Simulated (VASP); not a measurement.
Write the native input for VASP 6.6.1 that does the following.

| Quantity | Value |
| --- | --- |
| Task | single point |
| Functional | LDA |
| Potentials or basis | VASP PAW LDA potentials, release 64 (C) |
| Cutoff | 600 eV |
| k mesh | 11 × 11 × 3 |
| Occupations | fermi-dirac, width 0.15 eV |
| Spin | no spin polarisation |
| Dipole correction | no |
| Further INCAR settings | ALGO = Normal; EDIFF = 1e-06; NBANDS = 11 |

The structure of C lies in POSCAR:

```
C
1.0
    2.4060300126      0.0000000000      0.0000000000
   -1.2030150063      2.0836834894      0.0000000000
    0.0000000000      0.0000000000      8.3497990122
C
2
Direct
    0.3333333333      0.6666666667      0.0000000000
    0.6666666667      0.3333333333      0.0000000000
```

These files were run (other wordings do the same):

INCAR

```
PREC     = Accurate       # precision mode
ENCUT    = 600            # plane-wave cutoff, eV
EDIFF    = 1E-6           # SCF threshold, eV
ISMEAR   = -1             # smearing method
SIGMA    = 0.15           # smearing width, eV
LREAL    = F              # projectors in reciprocal space
LASPH    = T              # aspherical terms in the spheres
NELM     = 120            # most SCF steps
ALGO     = Normal         # electronic algorithm
ISIF     = 2              # what is computed and relaxed
LWAVE    = F              # write WAVECAR
LCHARG   = F              # write CHGCAR
NBANDS   = 11             # bands
GGA_COMPAT= F
```

KPOINTS

```
Automatic mesh
0
Gamma
  11 11 3
```

Potentials or basis: VASP PAW LDA potentials, release 64 (C).

Launch:

```sh
$ cat potpaw_LDA.64/C/POTCAR > POTCAR
$ mpirun -np 1 vasp_std > vasp.out
```

Results of the run:

- Band gap on the k mesh: 1.59 eV, direct

Wall time 16 s on 1 thread of Intel Xeon 6975P-C, with other jobs on the host, peak memory 0.14 GiB.
